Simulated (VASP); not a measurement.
Input of a VASP 6.6.1 run:

INCAR

```
SYSTEM = GaN
PREC = Accurate ; ENCUT = 520
EDIFF = 1E-6 ; ISMEAR = 0
SIGMA = 0.01 ; LREAL = .FALSE.
LASPH = .TRUE. ; NELM = 80
ALGO = Normal ; ISIF = 2
LWAVE = .FALSE. ; LCHARG = .TRUE.
GGA = CA ; LELF = .TRUE.
LVHAR = .TRUE. ; NBANDS = 16
```

Contents of KPOINTS:

```
Automatic mesh
0
G
  10 10 10
  0 0 0
```

File POSCAR:

```
GaN
1.0
    2.2165659767      2.2165659767      0.0000000000
   -2.2165659767      2.2165659767      0.0000000000
    0.0000000000      2.2165659767      2.2343876126
Ga N
1 1
Direct
    0.0000000000      0.0000000000      0.0000000000
    0.2500000000      0.7500000000      0.5000000000
```

Potentials or basis: VASP PAW LDA potentials, release 64 (Ga_d, N).

Launch:

```bash
$ cat potpaw_LDA.64/Ga_d/POTCAR potpaw_LDA.64/N/POTCAR > POTCAR
$ mpirun -np 1 vasp_std > vasp.out
```

Q: What does it give for the band gap on the k mesh?

A: 2.00 eV, direct.

Q: Estimate the pressure.

A: 2.6 GPa.

Stress tensor (GPa, compression positive):
```
2.94 0.00 0.00
0.00 2.94 0.00
0.00 0.00 1.89
```

Caveat: the cell differs from its parent crystal (in-plane strain -0.005).
